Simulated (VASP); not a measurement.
Re, 2 atoms in the cell. The structure is hexagonal, space group P6_3/mmc (No. 194). The conventional cell has a = 2.704 Å, b = 2.704 Å, c = 4.367 Å, α = 90.00°, β = 90.00°, γ = 120.00°. Within 3.5 Å of Re (site symmetry -6m2) lie 12 Re at 2.68 to 2.70 Å. 

- Program: VASP 6.6.1
- Task: single point
- Functional: r2SCAN
- Dispersion: D4
- Potentials or basis: VASP PAW PBE potentials, release 64 (Re)
- Cutoff: 520 eV
- k mesh: 11 × 11 × 6
- Occupations: fermi-dirac, width 0.05 eV
- Spin: no spin polarisation
- Dipole correction: no
- Further INCAR settings: ALGO = Normal; EDIFF = 1e-06; NBANDS = 14

Potentials or basis: VASP PAW PBE potentials, release 64 (Re).

The run is started by

```sh
$ cat potpaw_PBE.64/Re/POTCAR > POTCAR
$ cp INCAR.step1 INCAR
$ mpirun -np 1 vasp_std > vasp.out
$ cp INCAR.step2 INCAR
$ mpirun -np 1 vasp_std > vasp.out
```

Hardware: 1 thread of Intel Xeon 8259CL (shared host).

Estimate the wall time of this run.

It took 2.1 min on 1 thread of Intel Xeon 8259CL (shared host), peak memory 0.16 GiB. Counts: k points 64.
